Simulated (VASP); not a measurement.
# Cu (P6_3/mmc) in VASP: further runs, part 2 of 3

VASP 6.6.1.

## 3. Single point, r2SCAN (strain -0.1125 x Voigt [1, 1, 0, 0, 0, 0])

Contents of POSCAR:

```
Cu
1.0
    2.2490107945      0.0000000000      0.0000000000
   -1.1245053972      1.9477004814      0.0000000000
    0.0000000000      0.0000000000      4.1125710000
Cu
2
Direct
    0.3333333333      0.6666666667      0.2500000000
    0.6666666667      0.3333333333      0.7500000000
```

Contents of INCAR.step1:

```
SYSTEM = Cu
PREC = Accurate
ENCUT = 520
ISMEAR = 0
SIGMA = 0.15
LREAL = .False.
LASPH = .True.
NELM = 80
NBANDS = 18
GGA = PE
ALGO = Normal
EDIFF = 1E-4
LWAVE = .True.
LCHARG = .False.
```

Contents of INCAR.step2:

```
SYSTEM = Cu
PREC = Accurate
ENCUT = 520
EDIFF = 1E-6
ISMEAR = 0
SIGMA = 0.15
LREAL = .False.
LASPH = .True.
NELM = 80
ALGO = Normal
ISIF = 2
LWAVE = .False.
LCHARG = .False.
METAGGA = R2SCAN
LMIXTAU = .True.
NBANDS = 18
ISTART = 1
```

Contents of KPOINTS:

```
regular mesh
0
Gamma
  24 24 12
  0 0 0
```

Potentials or basis: VASP PAW PBE potentials, release 64 (Cu).

The run is started by

```bash
$ cat potpaw_PBE.64/Cu/POTCAR > POTCAR
$ cp INCAR.step1 INCAR
$ mpirun -np 1 vasp_std > vasp.out
$ cp INCAR.step2 INCAR
$ mpirun -np 1 vasp_std > vasp.out
```

OUTCAR:

```text
SYSTEM = Cu
   PREC = Accurate
   ENCUT = 520
   EDIFF = 1E-6
   ISMEAR = 0
   LREAL = .False.
   LASPH = .True.
   NELM = 80
   ISIF = 2
   METAGGA = R2SCAN
   ISTART = 1

 ion  position               nearest neighbor table
   1  0.333  0.667  0.250-   2 2.43   2 2.43   2 2.43   2 2.43   2 2.43   2 2.43
   2  0.667  0.333  0.750-   1 2.43   1 2.43   1 2.43   1 2.43   1 2.43   1 2.43

  LATTYP: Found a hexagonal cell.
 ALAT       =     2.2490107945
 C/A-ratio  =     1.8286132775

  Lattice vectors:

 A1 = (   2.2490107945,   0.0000000000,   0.0000000000)
 A2 = (  -1.1245053972,   1.9477004814,   0.0000000000)
 A3 = (   0.0000000000,   0.0000000000,   4.1125710000)

Analysis of symmetry for initial positions (statically):
=====================================================================
 Subroutine PRICEL returns:
 Original cell was already a primitive cell.

 Routine SETGRP: Setting up the symmetry group for a
 hexagonal supercell.

 Subroutine GETGRP returns: Found 24 space group operations
 (whereof 12 operations were pure point group operations)
 out of a pool of 24 trial point group operations.

The static configuration has the point symmetry D_3d.
[... 162 lines left out ...]
  energy without entropy =      -20.52955385  energy(sigma->0) =      -20.53322071

 E-fermi :  11.3867     XC(G=0): -15.6556

 val. band max:       11.3849372527   @ k =   0.0833   0.0833   0.0000
 cond. band min:      11.3887231664   @ k =   0.4167   0.0833   0.3333
 fundamental gap:      0.0037859137
 Fermi energy:        11.3866847665

 k-point     1 :       0.0000    0.0000    0.0000
  band No.  band energies     occupation
      1      -0.7391      2.00000
      2       3.8916      2.00000
      3       6.4940      2.00000
      4       7.1321      2.00000
      5       7.1322      2.00000
      6       7.3385      2.00000
[... 481 lines left out ...]
      5       7.2752      2.00000
      6       7.4177      2.00000
[... 10 lines left out ...]
     17      29.1251      0.00000
     18      36.1112      0.00000

 [... further k-points ...]

------------------------ aborting loop because EDIFF is reached ----------------------------------------

  FORCE on cell =-STRESS in cart. coord.  units (eV):
  Direction    XX          YY          ZZ          XY          YZ          ZX
  --------------------------------------------------------------------------------------
  -------------------------------------------------------------------------------------
  Total       10.6450697     10.6450697      4.5700588      0.0000000     -0.0000000      0.0000000
  in kB      946.7427126    946.7427126    406.4482404      0.0000000     -0.0000000      0.0000000
  external PRESSURE =     766.6445552 kB  Pullay stress =       0.0000000 kB

 VOLUME and BASIS-vectors are now :
 -----------------------------------------------------------------------------
  energy-cutoff  :      520.00
  volume of cell :       18.01
      direct lattice vectors                 reciprocal lattice vectors
     2.249010795  0.000000000  0.000000000     0.444639929  0.256712983  0.000000000
    -1.124505397  1.947700481  0.000000000     0.000000000  0.513425965  0.000000000
     0.000000000  0.000000000  4.112571000     0.000000000  0.000000000  0.243156896

 POSITION                                       TOTAL-FORCE (eV/Angst)
 -----------------------------------------------------------------------------------
     -0.00000      1.29847      1.02814        -0.000000      0.000000      0.000000
      1.12451      0.64923      3.08443         0.000000     -0.000000      0.000000
 -----------------------------------------------------------------------------------
    total drift:                               -0.000000      0.000000     -0.000000

  FREE ENERGIE OF THE ION-ELECTRON SYSTEM (eV)
  ---------------------------------------------------
  free  energy   TOTEN  =       -20.5368875564 eV

  energy  without entropy=      -20.5295538543  energy(sigma->0) =      -20.53322071
```

Run time: 3.1 min. Hardware: 1 thread of Intel Xeon 6975P-C (Granite Rapids), shared host; peak memory 0.22 GiB.

What came out:

```yaml
Free_energy: -20.5369 eV
Pressure: 76.7 GPa
Band_gap_on_the_k_mesh: zero (band 11 reaches 17.08 eV, above the bottom of band 12 at 8.79 eV)
```

Caveat: the cell differs from its parent crystal (strain -0.1125 x Voigt [1, 1, 0, 0, 0, 0]); the PAW data sets were made with another functional, which shifts forces and pressure a little.

## 4. Single point, r2SCAN (strain -0.0750 x Voigt [1, 1, 0, 0, 0, 0])

Contents of POSCAR:

```
Cu
1.0
    2.3440394196      0.0000000000      0.0000000000
   -1.1720197098      2.0299976848      0.0000000000
    0.0000000000      0.0000000000      4.1125710000
Cu
2
Direct
    0.3333333333      0.6666666667      0.2500000000
    0.6666666667      0.3333333333      0.7500000000
```

Contents of INCAR.step1:

```
SYSTEM = Cu
ALGO = Normal
EDIFF = 1E-4
ENCUT = 520
GGA = PE
ISMEAR = 0
LASPH = .TRUE.
LCHARG = .FALSE.
LREAL = .FALSE.
LWAVE = .TRUE.
NBANDS = 18
NELM = 60
PREC = Accurate
SIGMA = 0.15
```

Contents of INCAR.step2:

```
SYSTEM = Cu
ALGO = Normal
EDIFF = 1E-7
ENCUT = 520
ISIF = 2
ISMEAR = 0
ISTART = 1
LASPH = .TRUE.
LCHARG = .FALSE.
LMIXTAU = .TRUE.
LREAL = .FALSE.
LWAVE = .FALSE.
METAGGA = R2SCAN
NBANDS = 18
NELM = 60
PREC = Accurate
SIGMA = 0.15
```

Contents of KPOINTS:

```
k-points
0
G
  24 24 12
  0 0 0
```

Potentials or basis: VASP PAW PBE potentials, release 64 (Cu).

The run is started by

```bash
$ cat potpaw_PBE.64/Cu/POTCAR > POTCAR
$ cp INCAR.step1 INCAR
$ mpirun -np 1 vasp_std > vasp.out
$ cp INCAR.step2 INCAR
$ mpirun -np 1 vasp_std > vasp.out
```

OUTCAR:

```text
SYSTEM = Cu
   EDIFF = 1E-7
   ENCUT = 520
   ISIF = 2
   ISMEAR = 0
   ISTART = 1
   LASPH = .TRUE.
   LREAL = .FALSE.
   METAGGA = R2SCAN
   NELM = 60
   PREC = Accurate

 ion  position               nearest neighbor table
   1  0.333  0.667  0.250-   2 2.46   2 2.46   2 2.46   2 2.46   2 2.46   2 2.46
   2  0.667  0.333  0.750-   1 2.46   1 2.46   1 2.46   1 2.46   1 2.46   1 2.46

  LATTYP: Found a hexagonal cell.
 ALAT       =     2.3440394196
 C/A-ratio  =     1.7544803068

  Lattice vectors:

 A1 = (   2.3440394196,   0.0000000000,   0.0000000000)
 A2 = (  -1.1720197098,   2.0299976848,   0.0000000000)
 A3 = (   0.0000000000,   0.0000000000,   4.1125710000)

Analysis of symmetry for initial positions (statically):
=====================================================================
 Subroutine PRICEL returns:
 Original cell was already a primitive cell.

 Routine SETGRP: Setting up the symmetry group for a
 hexagonal supercell.

 Subroutine GETGRP returns: Found 24 space group operations
 (whereof 12 operations were pure point group operations)
 out of a pool of 24 trial point group operations.

The static configuration has the point symmetry D_3d.
 The point group associated with its full space group is D_6h.

Analysis of symmetry for dynamics (positions and initial velocities):
=====================================================================
 Subroutine PRICEL returns:
 Original cell was already a primitive cell.

 Routine SETGRP: Setting up the symmetry group for a
 hexagonal supercell.

 Subroutine GETGRP returns: Found 24 space group operations
 (whereof 12 operations were pure point group operations)
 out of a pool of 24 trial point group operations.

The dynamic configuration has the point symmetry D_3d.
 The point group associated with its full space group is D_6h.

 Subroutine INISYM returns: Found 24 space group operations
 (whereof 12 operations are pure point group operations),
 and found     1 'primitive' translations

----------------------------------------------------------------------------------------

                                     Primitive cell

  volume of cell :      19.5692

  direct lattice vectors                    reciprocal lattice vectors
     2.344039420  0.000000000  0.000000000     0.426613986  0.246305700  0.000000000
    -1.172019710  2.029997685  0.000000000     0.000000000  0.492611399  0.000000000
     0.000000000  0.000000000  4.112571000     0.000000000  0.000000000  0.243156896

  length of vectors
     2.344039420  2.344039420  4.112571000     0.492611399  0.492611399  0.243156896

  position of ions in fractional coordinates (direct lattice)
     0.333333333  0.666666667  0.250000000
     0.666666667  0.333333333  0.750000000

  ion indices of the primitive-cell ions
   primitive index   ion index
                 1           1
                 2           2

----------------------------------------------------------------------------------------

 KPOINTS: k-points

Automatic generation of k-mesh.
 Grid dimensions read from file:
 generate k-points for:   24   24   12

 Generating k-lattice:

  Cartesian coordinates                     Fractional coordinates (reciprocal lattice)
     0.017775583  0.010262737  0.000000000     0.041666667 -0.000000000  0.000000000
     0.000000000  0.020525475  0.000000000     0.000000000  0.041666667  0.000000000
     0.000000000  0.000000000  0.020263075     0.000000000  0.000000000  0.083333333

  Length of vectors
     0.020525475  0.020525475  0.020263075

  Shift w.r.t. Gamma in fractional coordinates (k-lattice)
     0.000000000  0.000000000  0.000000000

 Subroutine IBZKPT returns following result:
 ===========================================

 Found    427 irreducible k-points:

 Following reciprocal coordinates:
            Coordinates               Weight
  0.000000  0.000000  0.000000      1.000000
  0.041667 -0.000000  0.000000      6.000000
  0.083333 -0.000000  0.000000      6.000000
  0.125000  0.000000  0.000000      6.000000
  0.166667 -0.000000  0.000000      6.000000
  0.208333 -0.000000  0.000000      6.000000
[... 16 lines left out ...]
  0.416667  0.041667  0.000000     12.000000
  0.458333  0.041667  0.000000     12.000000
 [... further k-points ...]
   k-points           NKPTS =    427   k-points in BZ     NKDIM =    427   number of bands    NBANDS=     18
   number of dos      NEDOS =    301   number of ions     NIONS =      2
   total plane-waves  NPLWV =  10368
   dimension x,y,z NGX =    18 NGY =   18 NGZ =   32
   dimension x,y,z NGXF=    36 NGYF=   36 NGZF=   64
   ions per type =               2
   NGX,Y,Z   is equivalent  to a cutoff of  12.77, 12.77, 12.94 a.u.
   NGXF,Y,Z  is equivalent  to a cutoff of  25.53, 25.53, 25.87 a.u.
 SYSTEM =  Cu
   PREC   = accura    normal or accurate (medium, high low for compatibility)
   ISTART =      1    job   : 0-new  1-cont  2-samecut
   ICHARG =      0    charge: 1-file 2-atom 10-const
   ISPIN  =      1    spin polarized calculation?
   LNONCOLLINEAR =      F non collinear calculations
   LSORBIT =      F    spin-orbit coupling
   LASPH  =      T    aspherical Exc in radial PAW
   ENCUT  =  520.0 eV  38.22 Ry    6.18 a.u.   4.36  4.36  7.65*2*pi/ulx,y,z
   NELM   =     60;   NELMIN=  2; NELMDL=  0     # of ELM steps
   EDIFF  = 0.1E-06   stopping-criterion for ELM
   LREAL  =      F    real-space projection
   EDIFFG = 0.1E-05   stopping-criterion for IOM
   NSW    =      0    number of steps for IOM
   IBRION =     -1    ionic relax: 0-MD 1-quasi-New 2-CG
   NFREE  =      0    steps in history (QN), initial steepest desc. (CG)
   ISIF   =      2    stress and relaxation
   ISYM   =      2    0-nonsym 1-usesym 2-fastsym
   POTIM  = 0.5000    time-step for ionic-motion
   TEBEG  =    0.0;   TEEND  =   0.0 temperature during run
   PSTRESS=    0.0 pullay stress
   NELECT =      22.0000    total number of electrons
   NUPDOWN=      -1.0000    fix difference up-down
   EMIN   =  10.00;   EMAX   =-10.00  energy-range for DOS
   EFERMI =   0.00;   METHOD = LEGACY
   ISMEAR =     0;   SIGMA  =   0.15  broadening in eV -4-tet -1-fermi 0-gaus
   EFERMI_NEDOS =   21; number of points for ismear=-14 and -15
   IALGO  =     38    algorithm
   IMIX   =      4    mixing-type and parameters
     AMIX     =   0.40;   BMIX     =  1.00
     AMIX_MAG =   1.60;   BMIX_MAG =  1.00
  volume/ion in A,a.u.               =       9.78        66.03
  Fermi-wavevector in a.u.,A,eV,Ry     =   1.702254  3.216794 39.425189  2.897670
  Thomas-Fermi vector in A             =   2.782058
   LORBIT       =      0    0 simple, 1 ext, 2 COOP (PROOUT), +10 PAW based schemes
   METAGGA = R2SCAN    functional components
   LHFCALC =     F    Hartree Fock is set to
   AEXX    =    0.0000 exact exchange contribution
   IVDW    =     0    specifies the selected vdW correction
   LEPSILON=     F    determine dielectric tensor
   LRPA    =     F    only Hartree local field effects (RPA)
 non-spin polarized calculation
 Gauss-broadening in eV      SIGMA  =   0.15
  energy-cutoff  :      520.00
  volume of cell :       19.57
 maximum number of plane-waves:       549
 NGX is ok and might be reduce to    18
   NGX =  9   NGY =  9   NGZ = 15

 number of electron      21.9999974 magnetization

 Free energy of the ion-electron system (eV)
  ---------------------------------------------------
  ext. energy  EPLUGINS =         0.00000000
  ---------------------------------------------------
  free energy    TOTEN  =       -21.21418369 eV

  energy without entropy =      -21.20549873  energy(sigma->0) =      -21.20984121

 E-fermi :  10.0070     XC(G=0): -15.0537

 val. band max:       10.0054206456   @ k =   0.4583   0.0417   0.4167
 cond. band min:      10.0200854109   @ k =   0.3750   0.1250   0.2500
 fundamental gap:      0.0146647653
 Fermi energy:        10.0069802711

 k-point     1 :       0.0000    0.0000    0.0000
  band No.  band energies     occupation
      1      -1.2893      2.00000
      2       3.3330      2.00000
      3       5.8096      2.00000
      4       6.1978      2.00000
      5       6.1980      2.00000
      6       6.4140      2.00000
[... 10 lines left out ...]
     17      37.7480      0.00000
     18      37.7481      0.00000
[... 463 lines left out ...]
 k-point    24 :       0.4583    0.0417    0.0000
  band No.  band energies     occupation
      1       3.8727      2.00000
      2       4.0067      2.00000
      3       4.2978      2.00000
      4       6.0244      2.00000
      5       6.2443      2.00000
      6       6.3485      2.00000
[... 10 lines left out ...]
     17      26.1715      0.00000
     18      33.7598      0.00000

 [... further k-points ...]
[... 5 lines left out ...]
  --------------------------------------------------------------------------------------
  -------------------------------------------------------------------------------------
  Total        5.9114989      5.9114989      2.9009579      0.0000000      0.0000000      0.0000000
  in kB      483.9877078    483.9877078    237.5079504      0.0000000      0.0000000      0.0000000
  external PRESSURE =     401.8277887 kB  Pullay stress =       0.0000000 kB

 VOLUME and BASIS-vectors are now :
 -----------------------------------------------------------------------------
  energy-cutoff  :      520.00
  volume of cell :       19.57
      direct lattice vectors                 reciprocal lattice vectors
     2.344039420  0.000000000  0.000000000     0.426613986  0.246305700  0.000000000
    -1.172019710  2.029997685  0.000000000     0.000000000  0.492611399  0.000000000
     0.000000000  0.000000000  4.112571000     0.000000000  0.000000000  0.243156896

 POSITION                                       TOTAL-FORCE (eV/Angst)
 -----------------------------------------------------------------------------------
     -0.00000      1.35333      1.02814        -0.000000     -0.000000      0.000000
      1.17202      0.67667      3.08443         0.000000      0.000000      0.000000
 -----------------------------------------------------------------------------------
    total drift:                               -0.000000      0.000000     -0.000000

  FREE ENERGIE OF THE ION-ELECTRON SYSTEM (eV)
  ---------------------------------------------------
  free  energy   TOTEN  =       -21.2141836867 eV

  energy  without entropy=      -21.2054987311  energy(sigma->0) =      -21.20984121
```

OSZICAR.step1:

```text
N       E                     dE             d eps       ncg     rms          rms(c)
DAV:   1     0.117292377247E+03    0.11729E+03   -0.10519E+04 17246   0.231E+03
DAV:   2    -0.262801411976E+01   -0.11992E+03   -0.11369E+03 15410   0.293E+02
DAV:   3    -0.867835951453E+01   -0.60503E+01   -0.58820E+01 17064   0.865E+01
DAV:   4    -0.873933029026E+01   -0.60971E-01   -0.60926E-01 17918   0.931E+00
DAV:   5    -0.874011297116E+01   -0.78268E-03   -0.78266E-03 18286   0.945E-01    0.111E+01
DAV:   6    -0.730705665295E+01    0.14331E+01   -0.88347E+00 16344   0.905E+01    0.384E+00
DAV:   7    -0.687396084296E+01    0.43310E+00   -0.14081E+00 17008   0.334E+01    0.110E+00
DAV:   8    -0.683662158530E+01    0.37339E-01   -0.91657E-03 23706   0.145E+00    0.323E-01
DAV:   9    -0.683447870915E+01    0.21429E-02   -0.18589E-03 20658   0.135E+00    0.233E-02
DAV:  10    -0.683450830048E+01   -0.29591E-04   -0.95463E-05 10340   0.134E-01
   1 F= -.68345083E+01 E0= -.68299827E+01  d E =-.905117E-02
```

It took 4 min on 1 thread of Intel Xeon 6975P-C (Granite Rapids), shared host; peak memory 0.23 GiB.

What came out:

| Property | Result |
| --- | --- |
| Free energy | -21.2142 eV |
| Pressure | 40.2 GPa |
| Band gap on the k mesh | zero (band 11 reaches 15.16 eV, above the bottom of band 12 at 7.61 eV) |

Levels at points of the mesh, in eV from the Fermi level:
```csv
k point,band 8,band 9,band 10,band 11,band 12,band 13,band 14,band 15
"(0.00, 0.00, 0.00)",-2.89,-2.89,-2.45,-2.13,-2.13,3.91,24.35,24.76
"(0.50, 0.00, 0.00)",-2.05,-1.83,-1.75,0.08,2.29,8.68,9.30,11.84
"(0.00, 0.00, 0.50)",-3.80,-2.40,-2.40,-2.40,-2.40,12.65,12.65,25.52
"(0.50, 0.00, 0.50)",-2.37,-1.78,-1.78,0.37,0.37,6.44,6.44,18.82
```

Caveat: the cell differs from its parent crystal (strain -0.0750 x Voigt [1, 1, 0, 0, 0, 0]); the PAW data sets were made with another functional, which shifts forces and pressure a little.

[end of part 2 of 3]
